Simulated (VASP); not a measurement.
# CoNiO2 (R-3m) in VASP: notebook, part 2 of 2

VASP 6.6.1. Earlier steps stand in the parts before.

### 4 Single point, PBE, non-collinear spin, typed start

The input, INCAR:

```
SYSTEM = CoNiO2
  ALGO = Normal
  EDIFF = 1E-6
  ENCUT = 600
  GGA = PE
  GGA_COMPAT = .False.
  ISIF = 2
  ISMEAR = -1
  LASPH = .True.
  LCHARG = .False.
  LMAXMIX = 4
  LNONCOLLINEAR = .True.
  LORBIT = 11
  LREAL = .False.
  LWAVE = .False.
  MAGMOM = 0 0 3.3 0 0 -3.9 0 0 0 0 0 0
  NBANDS = 45
  NELM = 200
  PREC = Accurate
  SIGMA = 0.03
```

The input, KPOINTS:

```
k-points
0
Gamma
  1 1 1
  0 0 0
```

The input, POSCAR:

```
CoNiO2
1.0
    4.2064000000      2.1032000000      2.1032000000
    2.1032000000      4.2064000000      2.1032000000
    2.1032000000      2.1032000000      4.2064000000
Co Ni O
1 1 2
Direct
    0.0000000000      0.0000000000      0.0000000000
    0.5000000000      0.5000000000      0.5000000000
    0.2500000000      0.2500000000      0.2500000000
    0.7500000000      0.7500000000      0.7500000000
```

Potentials or basis: VASP PAW PBE potentials, release 64 (Co, Ni, O).

Launch:

```console
cat potpaw_PBE.64/Co/POTCAR potpaw_PBE.64/Ni/POTCAR potpaw_PBE.64/O/POTCAR > POTCAR
mpirun -np 1 vasp_ncl > vasp.out
```

OUTCAR:

```text
SYSTEM = CoNiO2
   EDIFF = 1E-6
   ENCUT = 600
   GGA = PE
   ISIF = 2
   ISMEAR = -1
   LASPH = .True.
   LNONCOLLINEAR = .True.
   LORBIT = 11
   LREAL = .False.
   NELM = 200
   PREC = Accurate

 ion  position               nearest neighbor table
   1  0.000  0.000  0.000-   4 2.10   4 2.10   4 2.10   3 2.10   3 2.10   3 2.10   2 2.97   2 2.97
                             2 2.97   2 2.97   2 2.97   2 2.97
   2  0.500  0.500  0.500-   3 2.10   3 2.10   3 2.10   4 2.10   4 2.10   4 2.10   1 2.97   1 2.97
                             1 2.97   1 2.97   1 2.97   1 2.97
   3  0.250  0.250  0.250-   1 2.10   1 2.10   1 2.10   2 2.10   2 2.10   2 2.10
   4  0.750  0.750  0.750-   2 2.10   2 2.10   2 2.10   1 2.10   1 2.10   1 2.10

  LATTYP: Found a trigonal (rhomboedric) cell.
 ALAT       =     5.1517668270
 COS(alpha) =     0.8333333333

  Lattice vectors:

 A1 = (   4.2064000000,   2.1032000000,   2.1032000000)
 A2 = (   2.1032000000,   4.2064000000,   2.1032000000)
 A3 = (   2.1032000000,   2.1032000000,   4.2064000000)

[... 237 lines left out ...]
  energy-cutoff  :      600.00
  volume of cell :       37.21
      direct lattice vectors                 reciprocal lattice vectors
     4.206400000  2.103200000  2.103200000     0.356599467 -0.118866489 -0.118866489
     2.103200000  4.206400000  2.103200000    -0.118866489  0.356599467 -0.118866489
     2.103200000  2.103200000  4.206400000    -0.118866489 -0.118866489  0.356599467

 POSITION                                       TOTAL-FORCE (eV/Angst)
 -----------------------------------------------------------------------------------
      0.00000      0.00000      0.00000        -0.000000      0.000000     -0.000000
      4.20640      4.20640      4.20640        -0.000000     -0.000000     -0.000000
      2.10320      2.10320      2.10320         0.990748      0.990937      0.991304
      6.30960      6.30960      6.30960        -0.990748     -0.990937     -0.991304
 -----------------------------------------------------------------------------------
    total drift:                                0.000000      0.000000      0.000000

  FREE ENERGIE OF THE ION-ELECTRON SYSTEM (eV)
  ---------------------------------------------------
  free  energy   TOTEN  =       -21.0032624165 eV

  energy  without entropy=      -21.0032615174  energy(sigma->0) =      -21.00326197

 total charge

# of ion       s       p       d       tot
------------------------------------------
    1        0.318   0.163   7.447   7.927
    2        0.338   0.170   8.533   9.040
    3        1.429   3.582   0.000   5.011
    4        1.429   3.582   0.000   5.011
--------------------------------------------------
tot          3.513   7.496  15.980  26.989

 magnetization (x)

# of ion       s       p       d       tot
------------------------------------------
    1       -0.000  -0.000  -0.011  -0.012
    2       -0.000  -0.000   0.001   0.001
    3        0.000  -0.000   0.000  -0.000
    4        0.000  -0.000   0.000  -0.000
--------------------------------------------------
tot         -0.000  -0.000  -0.010  -0.010

 magnetization (y)

# of ion       s       p       d       tot
------------------------------------------
    1        0.000   0.000   0.009   0.009
    2        0.000  -0.000  -0.001  -0.001
    3        0.000   0.000   0.000   0.000
    4        0.000   0.000   0.000   0.000
--------------------------------------------------
tot          0.000   0.000   0.008   0.008

 magnetization (z)

# of ion       s       p       d       tot
------------------------------------------
    1        0.013   0.002   1.074   1.089
    2        0.009  -0.000  -0.128  -0.119
    3       -0.001   0.009   0.000   0.008
    4       -0.001   0.009   0.000   0.008
--------------------------------------------------
tot          0.021   0.019   0.946   0.986
```

OSZICAR:

```text
N       E                     dE             d eps       ncg     rms          rms(c)
DAV:   1     0.354103979235E+03    0.35410E+03   -0.15840E+04    90   0.200E+03
DAV:   2     0.177342626342E+02   -0.33637E+03   -0.29440E+03   106   0.468E+02
[... 44 lines left out ...]
DAV:  47    -0.210032645846E+02   -0.24762E-06   -0.31897E-05   111   0.946E-02    0.121E-02
DAV:  48    -0.210032627836E+02    0.18010E-05   -0.22863E-05   100   0.892E-02    0.386E-03
DAV:  49    -0.210032628472E+02   -0.63659E-07   -0.14143E-05   111   0.526E-02    0.491E-03
DAV:  50    -0.210032629988E+02   -0.15163E-06   -0.14062E-05   111   0.598E-02    0.749E-03
DAV:  51    -0.210032624509E+02    0.54796E-06   -0.10843E-05   100   0.574E-02    0.456E-03
DAV:  52    -0.210032624165E+02    0.34342E-07   -0.85697E-06    74   0.379E-02
   1 F= -.21003262E+02 E0= -.21003262E+02  d E =-.899166E-06  mag=    -0.0106     0.0081     0.9999
```

Wall time 1.8 min (1 thread of AMD EPYC 7R13 (Zen 3), shared host); peak memory 0.55 GiB.

Results:

* Free energy: -21.0033 eV
* Pressure: -17.9 GPa
* Largest force: 1.716 eV/Å
* Band gap on the k mesh: 0.85 eV
* Net moment: 1.00 μB per cell
* Valence electrons inside the program's atomic spheres: Co 7.93; Ni 9.04; O 5.01

Forces in eV/Å, atoms in the order of the input:
```
Co   0.000  0.000  0.000
Ni   0.000  0.000  0.000
O    0.991  0.991  0.991
O   -0.991 -0.991 -0.991
```

Moments on the atoms (μB; x, y, z):
```
Co  -0.01  0.01  1.09
Ni   0.00  0.00 -0.12
O    0.00  0.00  0.01
O    0.00  0.00  0.01
```

Caveat: the k points lie up to 2.48 Å⁻¹ apart; forces of over 1 eV/Å act on the atoms, so gaps and moduli don't describe the material at rest.

### 5 Single point, PBE, non-collinear spin, typed start

The input, INCAR:

```
ALGO = Normal ; EDIFF = 1E-6
ENCUT = 600 ; GGA = PE
GGA_COMPAT = False ; ISIF = 2
ISMEAR = -1 ; LASPH = True
LCHARG = False ; LMAXMIX = 4
LNONCOLLINEAR = True ; LORBIT = 11
LREAL = False ; LWAVE = False
MAGMOM = 2.072 0.518 -2.773 2.817 -2.622 -0.632 0 0 0 0 0 0 ; NBANDS = 45
NELM = 200 ; PREC = Accurate
SIGMA = 0.03
```

The input, KPOINTS:

```
k-points
0
Gamma
  1 1 1
```

POSCAR is that of step 4.

Potentials or basis: VASP PAW PBE potentials, release 64 (Co, Ni, O).

Launch:

```console
cat potpaw_PBE.64/Co/POTCAR potpaw_PBE.64/Ni/POTCAR potpaw_PBE.64/O/POTCAR > POTCAR
mpirun -np 1 vasp_ncl > vasp.out
```

OUTCAR:

```text
EDIFF = 1E-6
   ENCUT = 600
   GGA = PE
   ISIF = 2
   ISMEAR = -1
   LASPH = True
   LNONCOLLINEAR = True
   LORBIT = 11
   LREAL = False
   NELM = 200
   PREC = Accurate

 ion  position               nearest neighbor table
   1  0.000  0.000  0.000-   4 2.10   4 2.10   4 2.10   3 2.10   3 2.10   3 2.10   2 2.97   2 2.97
                             2 2.97   2 2.97   2 2.97   2 2.97
   2  0.500  0.500  0.500-   3 2.10   3 2.10   3 2.10   4 2.10   4 2.10   4 2.10   1 2.97   1 2.97
                             1 2.97   1 2.97   1 2.97   1 2.97
   3  0.250  0.250  0.250-   1 2.10   1 2.10   1 2.10   2 2.10   2 2.10   2 2.10
   4  0.750  0.750  0.750-   2 2.10   2 2.10   2 2.10   1 2.10   1 2.10   1 2.10

  LATTYP: Found a trigonal (rhomboedric) cell.
 ALAT       =     5.1517668270
[... 258 lines left out ...]

  FREE ENERGIE OF THE ION-ELECTRON SYSTEM (eV)
  ---------------------------------------------------
  free  energy   TOTEN  =       -21.0032601068 eV

  energy  without entropy=      -21.0032591791  energy(sigma->0) =      -21.00325964

 total charge

# of ion       s       p       d       tot
------------------------------------------
    1        0.318   0.163   7.447   7.928
    2        0.337   0.170   8.533   9.040
    3        1.429   3.582   0.000   5.010
    4        1.429   3.582   0.000   5.010
--------------------------------------------------
tot          3.513   7.495  15.980  26.989

 magnetization (x)

# of ion       s       p       d       tot
------------------------------------------
    1        0.006   0.001   0.488   0.495
    2        0.004  -0.000  -0.052  -0.048
    3       -0.000   0.004   0.000   0.004
    4       -0.000   0.004   0.000   0.004
--------------------------------------------------
tot          0.009   0.009   0.436   0.454

 magnetization (y)

# of ion       s       p       d       tot
------------------------------------------
    1        0.004   0.001   0.356   0.361
    2        0.003  -0.000  -0.039  -0.036
    3       -0.000   0.003   0.000   0.003
    4       -0.000   0.003   0.000   0.003
--------------------------------------------------
tot          0.007   0.006   0.317   0.330

 magnetization (z)

# of ion       s       p       d       tot
------------------------------------------
    1       -0.011  -0.002  -0.872  -0.884
    2       -0.007   0.000   0.094   0.086
    3        0.001  -0.007   0.000  -0.006
    4        0.001  -0.007   0.000  -0.006
--------------------------------------------------
tot         -0.017  -0.016  -0.778  -0.811
```

stdout:

```text
POSCAR found type information on POSCAR CoNiO
 POSCAR found :  3 types and       4 ions
 scaLAPACK will be used
 LDA part: xc-table for (Slater+PW92), standard interpolation
 POSCAR, INCAR and KPOINTS ok, starting setup
 FFT: planning ... GRIDC
 FFT: planning ... GRID_SOFT
 FFT: planning ... GRID
 WAVECAR not read
 entering main loop
```

Wall time 1.8 min (1 thread of AMD EPYC 7R13 (Zen 3), shared host); peak memory 0.56 GiB.

What came out:

* Free energy: -21.0033 eV
* Pressure: -18.0 GPa
* Largest force: 1.720 eV/Å
* Band gap on the k mesh: 0.85 eV
* Net moment: 1.00 μB per cell
* Valence electrons inside the program's atomic spheres: Co 7.93; Ni 9.04; O 5.01

Forces in eV/Å, atoms in the order of the input:
```
Co   0.000  0.000  0.000
Ni   0.000  0.000  0.000
O    0.993  0.993  0.993
O   -0.993 -0.993 -0.993
```

Stress tensor (GPa, compression positive):
```
-17.99  -0.46  -0.46
 -0.46 -17.99  -0.45
 -0.46  -0.45 -17.99
```

Moments on the atoms (μB; x, y, z):
```
Co   0.49  0.36 -0.88
Ni  -0.05 -0.04  0.09
O    0.00  0.00 -0.01
O    0.00  0.00 -0.01
```

Caveat: the k points lie up to 2.48 Å⁻¹ apart; forces of over 1 eV/Å act on the atoms, so gaps and moduli don't describe the material at rest.

### 6 Single point, PBE, non-collinear spin, typed start

The input, INCAR:

```
SYSTEM = CoNiO2
ALGO = Normal
EDIFF = 1E-6
ENCUT = 600
GGA = PE
GGA_COMPAT = .FALSE.
ISIF = 2
ISMEAR = -1
LASPH = .TRUE.
LCHARG = .FALSE.
LMAXMIX = 4
LNONCOLLINEAR = .TRUE.
LORBIT = 11
LREAL = .FALSE.
LWAVE = .FALSE.
MAGMOM = 0 0 3.3 0 0 3.9 0 0 0 0 0 0
NBANDS = 45
NELM = 200
PREC = Accurate
SIGMA = 0.03
```

The input, KPOINTS:

```
k-points
0
G
  1 1 1
  0 0 0
```

POSCAR is that of step 5.

Potentials or basis: VASP PAW PBE potentials, release 64 (Co, Ni, O).

Launch:

```console
cat potpaw_PBE.64/Co/POTCAR potpaw_PBE.64/Ni/POTCAR potpaw_PBE.64/O/POTCAR > POTCAR
mpirun -np 1 vasp_ncl > vasp.out
```

OUTCAR:

```text
SYSTEM = CoNiO2
   EDIFF = 1E-6
   ENCUT = 600
   GGA = PE
   ISIF = 2
   ISMEAR = -1
   LASPH = .TRUE.
   LNONCOLLINEAR = .TRUE.
   LORBIT = 11
   LREAL = .FALSE.
   NELM = 200
   PREC = Accurate

 ion  position               nearest neighbor table
   1  0.000  0.000  0.000-   4 2.10   4 2.10   4 2.10   3 2.10   3 2.10   3 2.10   2 2.97   2 2.97
                             2 2.97   2 2.97   2 2.97   2 2.97
   2  0.500  0.500  0.500-   3 2.10   3 2.10   3 2.10   4 2.10   4 2.10   4 2.10   1 2.97   1 2.97
                             1 2.97   1 2.97   1 2.97   1 2.97
   3  0.250  0.250  0.250-   1 2.10   1 2.10   1 2.10   2 2.10   2 2.10   2 2.10
   4  0.750  0.750  0.750-   2 2.10   2 2.10   2 2.10   1 2.10   1 2.10   1 2.10

  LATTYP: Found a trigonal (rhomboedric) cell.
 ALAT       =     5.1517668270
 COS(alpha) =     0.8333333333

  Lattice vectors:

 A1 = (   4.2064000000,   2.1032000000,   2.1032000000)
 A2 = (   2.1032000000,   4.2064000000,   2.1032000000)
 A3 = (   2.1032000000,   2.1032000000,   4.2064000000)

[... 237 lines left out ...]
  energy-cutoff  :      600.00
  volume of cell :       37.21
      direct lattice vectors                 reciprocal lattice vectors
     4.206400000  2.103200000  2.103200000     0.356599467 -0.118866489 -0.118866489
     2.103200000  4.206400000  2.103200000    -0.118866489  0.356599467 -0.118866489
     2.103200000  2.103200000  4.206400000    -0.118866489 -0.118866489  0.356599467

 POSITION                                       TOTAL-FORCE (eV/Angst)
 -----------------------------------------------------------------------------------
      0.00000      0.00000      0.00000         0.000000      0.000000      0.000000
      4.20640      4.20640      4.20640        -0.000000      0.000000      0.000000
      2.10320      2.10320      2.10320         0.992581      0.992836      0.993075
      6.30960      6.30960      6.30960        -0.992581     -0.992836     -0.993075
 -----------------------------------------------------------------------------------
    total drift:                                0.000000      0.000000      0.000000

  FREE ENERGIE OF THE ION-ELECTRON SYSTEM (eV)
  ---------------------------------------------------
  free  energy   TOTEN  =       -21.0032604323 eV

  energy  without entropy=      -21.0032595048  energy(sigma->0) =      -21.00325997

 total charge

# of ion       s       p       d       tot
------------------------------------------
    1        0.318   0.163   7.447   7.928
    2        0.337   0.170   8.533   9.040
    3        1.429   3.582   0.000   5.010
    4        1.429   3.582   0.000   5.010
--------------------------------------------------
tot          3.513   7.495  15.980  26.989

 magnetization (x)

# of ion       s       p       d       tot
------------------------------------------
    1       -0.000  -0.000  -0.005  -0.005
    2       -0.000   0.000   0.001   0.001
    3       -0.000  -0.000   0.000  -0.000
    4       -0.000  -0.000   0.000  -0.000
--------------------------------------------------
tot         -0.000  -0.000  -0.004  -0.004

 magnetization (y)

# of ion       s       p       d       tot
------------------------------------------
    1       -0.000  -0.000  -0.003  -0.003
    2       -0.000  -0.000  -0.000  -0.000
    3        0.000   0.000   0.000   0.000
    4        0.000   0.000   0.000   0.000
--------------------------------------------------
tot         -0.000   0.000  -0.003  -0.003

 magnetization (z)

# of ion       s       p       d       tot
------------------------------------------
    1        0.013   0.002   1.060   1.076
    2        0.009  -0.000  -0.113  -0.105
    3       -0.001   0.009   0.000   0.008
    4       -0.001   0.009   0.000   0.008
--------------------------------------------------
tot          0.021   0.020   0.946   0.987
```

stdout:

```text
POSCAR found type information on POSCAR CoNiO
 POSCAR found :  3 types and       4 ions
 scaLAPACK will be used
 LDA part: xc-table for (Slater+PW92), standard interpolation
 POSCAR, INCAR and KPOINTS ok, starting setup
 FFT: planning ... GRIDC
 FFT: planning ... GRID_SOFT
 FFT: planning ... GRID
 WAVECAR not read
 entering main loop
```

Run time: 1.8 min. Hardware: 1 thread of AMD EPYC 7R13 (Zen 3), shared host; peak memory 0.56 GiB.

What came out:

* Free energy: -21.0033 eV
* Pressure: -18.0 GPa
* Largest force: 1.720 eV/Å
* Band gap on the k mesh: 0.85 eV
* Net moment: 1.00 μB per cell
* Valence electrons inside the program's atomic spheres: Co 7.93; Ni 9.04; O 5.01

Forces in eV/Å, atoms in the order of the input:
```
Co   0.000  0.000  0.000
Ni   0.000  0.000  0.000
O    0.993  0.993  0.993
O   -0.993 -0.993 -0.993
```

Stress tensor (GPa, compression positive):
```
-18.00  -0.46  -0.45
 -0.46 -17.99  -0.45
 -0.45  -0.45 -18.00
```

Moments on the atoms (μB; x, y, z):
```
Co  -0.01  0.00  1.08
Ni   0.00  0.00 -0.10
O    0.00  0.00  0.01
O    0.00  0.00  0.01
```

Caveat: the k points lie up to 2.48 Å⁻¹ apart; forces of over 1 eV/Å act on the atoms, so gaps and moduli don't describe the material at rest. Expect the measured gap to be larger: semilocal functionals such as PBE lack the derivative discontinuity.
